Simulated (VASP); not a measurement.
Set up this calculation in VASP 6.6.1, as the native input.

| Item | Value |
| --- | --- |
| Task | relaxation of cell and atoms |
| Functional | PBEsol |
| Potentials or basis | VASP PAW PBE potentials, release 64 (Ti_sv) |
| Cutoff | 600 eV |
| k mesh | 11 × 11 × 15 |
| Occupations | fermi-dirac, width 0.1 eV |
| Spin | no spin polarisation |
| Target pressure | 380 GPa |
| Dipole correction | no |
| Further INCAR settings | ALGO = Normal; EDIFF = 1e-06; IBRION = 2; EDIFFG = -0.005; NSW = 60; ISIF = 3 |

The structure of Ti lies in POSCAR:

```
Ti
1.0
    3.3817931656      0.0000000000      0.0000000000
   -1.6908965828      2.9287187918      0.0000000000
    0.0000000000      0.0000000000      2.0967117627
Ti
3
Direct
    0.0000000000      0.0000000000      0.0000000000
    0.3333333333      0.6666666667      0.5000000000
    0.6666666667      0.3333333333      0.5000000000
```

This isn't the form of Ti at room conditions, which is hcp.

The input as run:

INCAR

```
PREC = Accurate
ENCUT = 600
EDIFF = 1E-6
ISMEAR = -1
SIGMA = 0.1
LREAL = F
LASPH = T
NELM = 100
ALGO = Normal
ISIF = 3
LWAVE = F
LCHARG = F
GGA = PS
IBRION = 2
NSW = 60
EDIFFG = -0.005
PSTRESS = 3800.0
```

KPOINTS

```
regular mesh
0
Gamma
  11 11 15
```

Potentials or basis: VASP PAW PBE potentials, release 64 (Ti_sv).

Command:

```bash
$ cat potpaw_PBE.64/Ti_sv/POTCAR > POTCAR
$ mpirun -np 1 vasp_std > vasp.out
```

It gave:

| Item | Value |
| --- | --- |
| Relaxed volume | 7.01 Å³/atom |
| Relaxed cell | a = 3.533 Å, b = 3.533 Å, c = 1.947 Å, α = 90.00°, β = 90.00°, γ = 120.00° |
| Space group after relaxing (to 0.1 Å) | P6/mmm (No. 191) |
| Energy change on relaxing (the run minimises the enthalpy) | -336.2 meV/atom |
| Ionic steps | 13 |
| Pressure after relaxing | 380.0 GPa |
| Band gap on the k mesh | zero (bands 18 and 19 overlap by 2.77 eV) |

Caveat: the cell is relaxed towards a set pressure, so the run minimises the enthalpy, not the energy; atoms lie so close that the PAW spheres overlap strongly, which falsifies energies and pressures; the PAW data sets were made with another functional, which shifts forces and pressure a little.

Wall time 5.7 min on 1 thread of Intel(R) Xeon(R) Platinum 8559C (Emerald Rapids) (shared host), peak memory 0.19 GiB.
